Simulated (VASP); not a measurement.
Input of a VASP 6.6.1 run:

File INCAR:

```
PREC = Accurate ; ENCUT = 600
EDIFF = 1E-6 ; ISMEAR = -1
SIGMA = 0.1 ; LREAL = False
LASPH = True ; NELM = 100
ALGO = Normal ; ISIF = 3
LWAVE = False ; LCHARG = False
GGA = PS ; IBRION = 2
NSW = 100 ; EDIFFG = -0.002
```

Contents of KPOINTS:

```
Automatic mesh
0
Gamma
  14 14 10
```

POSCAR

```
MgB2
1.0
    3.0850000000      0.0000000000      0.0000000000
   -1.5425000000      2.6716883707      0.0000000000
    0.0000000000      0.0000000000      3.5230000000
Mg B
1 2
Direct
    0.0000000000      0.0000000000      0.0000000000
    0.3333333333      0.6666666667      0.5000000000
    0.6666666667      0.3333333333      0.5000000000
```

Potentials or basis: VASP PAW PBE potentials, release 64 (Mg, B).

The run is started by

```console
$ cat potpaw_PBE.64/Mg/POTCAR potpaw_PBE.64/B/POTCAR > POTCAR
$ mpirun -np 1 vasp_std > vasp.out
```

Q: What does it give for the space group after relaxing (to 0.05 Å)?

A: P6/mmm (No. 191).

Q: Estimate the band gap on the k mesh.

A: Zero (band 4 reaches 6.75 eV, above the bottom of band 5 at 3.67 eV).

The path:
| step | energy change (eV) | largest force (eV/Å) | pressure (GPa) | volume (Å³) |
| --- | --- | --- | --- | --- |
| 1 | 0.0000 | 0.0000 | -3.14 | 29.04 |
| 2 | -0.0049 | 0.0000 | 1.20 | 28.25 |
| 3 | -0.0058 | 0.0000 | -0.05 | 28.47 |
| 4 | -0.0059 | 0.0000 | -0.02 | 28.44 |
| 5 | -0.0060 | 0.0000 | 0.00 | 28.43 |

Caveat: the PAW data sets were made with another functional, which shifts forces and pressure a little.
